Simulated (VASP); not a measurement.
Write the native input for VASP 6.6.1 that does the following.

```
Task                   : single point
Functional             : PBE
Potentials or basis    : VASP PAW PBE potentials, release 64 (Sc_sv, Sb, Te)
Cutoff                 : 520 eV
k mesh                 : 4 × 4 × 4
Occupations            : gaussian, width 0.1 eV
Spin                   : no spin polarisation
Dipole correction      : no
Further INCAR settings : ALGO = Normal; EDIFF = 1e-06; NBANDS = 29
```

The structure of ScSbTe4 lies in POSCAR:

```
ScSbTe4
1.0
    0.0000000000      4.4130534200      4.4130534200
    4.4130534200      0.0000000000      4.4130534200
    4.4130534200      4.4130534200      0.0000000000
Sc Sb Te
1 1 4
Direct
    0.0000000000      0.0000000000      0.0000000000
    0.2500000000      0.2500000000      0.2500000000
    0.6244397500      0.1266807500      0.6244397500
    0.6244397500      0.6244397500      0.1266807500
    0.6244397500      0.6244397500      0.6244397500
    0.1266807500      0.6244397500      0.6244397500
```

The cell was built from a structure type or drawn by symmetry, and may not be a known phase.

The input as run:

INCAR

```
SYSTEM = ScSbTe4
PREC     = Accurate       ! precision mode
ENCUT    = 520            ! plane-wave cutoff, eV
EDIFF    = 1E-6           ! SCF threshold, eV
ISMEAR   = 0              ! smearing method
SIGMA    = 0.1            ! smearing width, eV
LREAL    = .FALSE.        ! projectors in reciprocal space
LASPH    = .TRUE.         ! aspherical terms in the spheres
NELM     = 100            ! most SCF steps
ALGO     = Normal         ! electronic algorithm
ISIF     = 2              ! what is computed and relaxed
LWAVE    = .FALSE.        ! write WAVECAR
LCHARG   = .FALSE.        ! write CHGCAR
GGA      = PE             ! functional
NBANDS   = 29             ! bands
```

KPOINTS

```
regular mesh
0
G
  4 4 4
  0 0 0
```

Potentials or basis: VASP PAW PBE potentials, release 64 (Sc_sv, Sb, Te).

Launch:

```sh
$ cat potpaw_PBE.64/Sc_sv/POTCAR potpaw_PBE.64/Sb/POTCAR potpaw_PBE.64/Te/POTCAR > POTCAR
$ mpirun -np 1 vasp_std > vasp.out
```

It gave:

The pressure is 2.1 GPa, the largest force is 0.254 eV/Å and the band gap on the k mesh is zero (bands 20 and 21 overlap by 1.24 eV).

Caveat: spin-orbit coupling is left out, which moves the levels of the heavy elements.

Wall time 2.2 min on 1 thread of AMD EPYC 7R13, on a shared host, peak memory 0.31 GiB.
